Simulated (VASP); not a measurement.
## HgH2 (Hg(H)2): single point with PBE

The system is HgH2 (Hg(H)2), in a box.

```
CELL_PARAMETERS angstrom
9.00000 0.00000 0.00000
0.00000 9.00000 0.00000
0.00000 0.00000 12.31000
ATOMIC_POSITIONS crystal
Hg 0.50000 0.50000 0.50010
H 0.50000 0.50000 0.63464
H 0.50000 0.50000 0.36556
```

```json
{
 "Program": "VASP 6.6.1",
 "Task": "single point",
 "Functional": "PBE",
 "Potentials or basis": "VASP PAW PBE potentials, release 64 (Hg, H)",
 "Cutoff": "520 eV",
 "k mesh": "1 × 1 × 1",
 "Occupations": "gaussian, width 0.01 eV",
 "Spin": "non-collinear spin, zero start, spin-orbit coupling",
 "Starting moments": "[[0.0, 0.0, 0.0], [0.0, 0.0, 0.0], [0.0, 0.0, 0.0]] μB"
}
```

```
Net moment                                            : 0.00 μB per cell
Valence electrons inside the program's atomic spheres : Hg 10.62; H 0.54
```

Moments on the atoms (μB; x, y, z):
```
Hg  0.00 0.00 0.00
H   0.00 0.00 0.00
H   0.00 0.00 0.00
```

Wall time 6.5 min on 1 thread of AMD EPYC 7R13 Processor (Zen 3), on a shared host, peak memory 2.4 GiB.
